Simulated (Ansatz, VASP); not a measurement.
# W: VASP beside Ansatz

Contents of INCAR:

```
PREC = Accurate
ENCUT = 520
EDIFF = 1E-6
ISMEAR = 0
SIGMA = 0.15
LREAL = F
LASPH = T
NELM = 80
ALGO = Fast
ISIF = 2
LWAVE = F
LCHARG = F
GGA = PS
NBANDS = 21
```

The input KPOINTS:

```
Automatic mesh
0
Gamma
  22 22 16
```

The input POSCAR:

```
W
1.0
    0.0000000000     -1.9989957669     -1.9989957669
    0.0000000000      1.9989957669     -1.9989957669
    3.9979915338      0.0000000000      0.0000000000
W
2
Direct
    0.5000000000      0.5000000000      0.4624811612
    0.0000000000      0.0000000000      0.0375188388
```

Input for Ansatz:

```yaml
crystal:
  lattice:
    - [0.0, -1.9989957669, -1.9989957669]
    - [0.0, 1.9989957669, -1.9989957669]
    - [3.9979915338, 0.0, 0.0]
  atoms:
    - { symbol: W, position: [0.5, 0.5, 0.4624811612] }
    - { symbol: W, position: [0.0, 0.0, 0.0375188388] }
basis:
  ecutwfc: 420
kpoints:
  mp_grid: { grid: [22, 22, 16] }
hamiltonian:
  xc: pbesol
scf:
  occupations: { method: gaussian, width: 0.15 }
output:
  forces: true
  stress: true
  eigenvalues: true
  write_density: true
  write_potential: true
  elf: true
  volumetric_format: npy
```

Change from the starting cell: mode 6 (217.3 1/cm) frozen in, largest displacement -0.150 Å.

Alike in both runs: task single point; functional PBEsol; k mesh 22 × 22 × 16; occupations gaussian, width 0.15 eV; no spin polarisation.

|  | VASP | Ansatz |
| --- | --- | --- |
| version | VASP 6.6.1 | Ansatz 0.2.0 |
| potentials or method | VASP PAW PBE potentials, release 64 (W_sv), cutoff 520 eV | scalar-relativistic, plane waves, PAW |
| valence electrons in the cell | 28 | 28 |

|  | VASP | Ansatz | Ansatz less VASP |
| --- | --- | --- | --- |
| gap on the k mesh at the Fermi level (eV) | none | none | - |
| pressure (GPa) | 12.3 | 11.4 | -0.94 |
| traceless stress, the component that is largest in VASP (GPa) | -18.15 | -18.05 | +0.103 |
| rms of the force components (eV/Å) | 2.039 | 2.003 | -0.0352 |

VASP's potentials were made for PBE, not for PBEsol. Atom by atom the forces differ by 0.035 eV/Å (rms over components). A gap of «none» marks a metal or a gap that the smearing closes. With one functional, cell and mesh, what is left measures potentials, basis and numerics.

Neither program's run includes spin-orbit coupling.
